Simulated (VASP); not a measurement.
Write the native input for VASP 6.6.1 that does the following.

```
Task                   : single point
Functional             : PBE
Potentials or basis    : VASP PAW PBE potentials, release 64 (B, N)
Cutoff                 : 520 eV
k mesh                 : 1 × 1 × 1
Occupations            : fermi-dirac, width 0.01 eV
Spin                   : collinear spin
Fixed moment           : 2 μB
Dipole correction      : no
Further INCAR settings : LREAL = Auto; ALGO = Normal; EDIFF = 1e-06; NBANDS = 89
```

The structure of B17N15 (a cell with a defect) (B_N) lies in POSCAR:

```
B17N15
1.0
   -3.6241103844      3.6241103844     -3.6241103844
    3.6241103844      3.6241103844      3.6241103844
    3.6241103844     -3.6241103844     -3.6241103844
B N
17 15
Direct
   -0.0001409464     -0.0007352080      0.0004908355
   -0.0017927766      0.2458382576      0.7489169370
   -0.0020263744      0.4997105245      0.4987496256
    0.0026629026      0.7505773785      0.2519615001
    0.2494633815     -0.0026484416      0.7455361504
    0.2376621018      0.2555160499      0.4986959721
    0.2477813529      0.4959390297      0.2486080462
    0.2513983797      0.7477893820      0.0005160926
    0.5076929547     -0.0143805423      0.4988402832
    0.4985621192      0.2465290239      0.2296626202
    0.4981406610      0.4975411148     -0.0029894824
    0.4979336289      0.7460593635      0.7489121489
    0.7480182208     -0.0043003416      0.2486110072
    0.7496271843      0.2460389410     -0.0029766208
    0.7677229561      0.5155250423      0.7678424338
    0.7518291704      0.7458688818      0.4987656276
    0.4881848921      0.2360795438      0.4987379351
   -0.0058143353     -0.0044883818      0.2458443368
   -0.0013682548      0.2465254587     -0.0012541959
    0.0010059693      0.4981042408      0.7498203552
   -0.0004464802      0.7474422911      0.4987453915
    0.2471913171     -0.0049061438     -0.0045757804
    0.2471131288      0.2483917079      0.7515910072
    0.2433528272      0.5019188737      0.4987346099
    0.2476479129      0.7421541924      0.2458996538
    0.5005088998     -0.0050153092      0.7516379154
    0.4991541291      0.4978226844      0.2476923766
    0.4986315364      0.7465247473     -0.0012478390
    0.7540387051     -0.0087425484      0.4987666910
    0.7498935246      0.2470513889      0.2477345136
    0.7505169740      0.4983995373      0.0020713961
    0.7501814020      0.7488048218      0.7497724301
```

One way to write it, as run:

INCAR

```
ALGO     = Normal         # electronic algorithm
EDIFF    = 1E-6           # SCF threshold, eV
ENCUT    = 520            # plane-wave cutoff, eV
GGA      = PE             # functional
GGA_COMPAT= False        
ISIF     = 2              # what is computed and relaxed
ISMEAR   = -1             # smearing method
ISPIN    = 2              # spin polarisation
LASPH    = True           # aspherical terms in the spheres
LCHARG   = False          # write CHGCAR
LORBIT   = 11             # projections on sites
LREAL    = Auto         
LWAVE    = False          # write WAVECAR
MAGMOM   = 0 0 0 0.01 0.01 0.03 0 0 0.03 0.11 0 0 0 0 0.11 0 0.32 0.05 0.03 0.04 0.02 0.06 0.05 0.01 0.05 0.05 0.04 0.03 0.01 0.04 0.06 0.04 # initial moments
NBANDS   = 89             # bands
NELM     = 200            # most SCF steps
NUPDOWN  = 2.0            # fixed moment
PREC     = Accurate       # precision mode
SIGMA    = 0.01           # smearing width, eV
```

KPOINTS

```
k-points
0
Gamma
  1 1 1
```

Potentials or basis: VASP PAW PBE potentials, release 64 (B, N).

Launch:

```console
$ cat potpaw_PBE.64/B/POTCAR potpaw_PBE.64/N/POTCAR > POTCAR
$ mpirun -np 1 vasp_gam > vasp.out
```

It gave:

```json
{
  "Pressure": "10.9 GPa",
  "Largest force": "0.381 eV/Å",
  "Net moment": "2.00 μB per cell",
  "Site moments": "B +0.01, +0.00, -0.00, +0.04, +0.18, +0.50; N +0.05, +0.03, +0.04, +0.02, +0.06, +0.01 μB",
  "Valence electrons inside the program's atomic spheres": "B 2.03, 2.06, 2.02, 2.12, 2.07, 2.25; N 3.97, 3.99, 4.00"
}
```

Caveat: the k points lie up to 1.23 Å⁻¹ apart; the total moment is fixed, so each spin has its own Fermi level.

Wall time 110 s on 1 thread of Intel(R) Xeon(R) Platinum 8259CL CPU @ 2.50GHz (Skylake/Cascade Lake), on a shared host, peak memory 0.38 GiB.
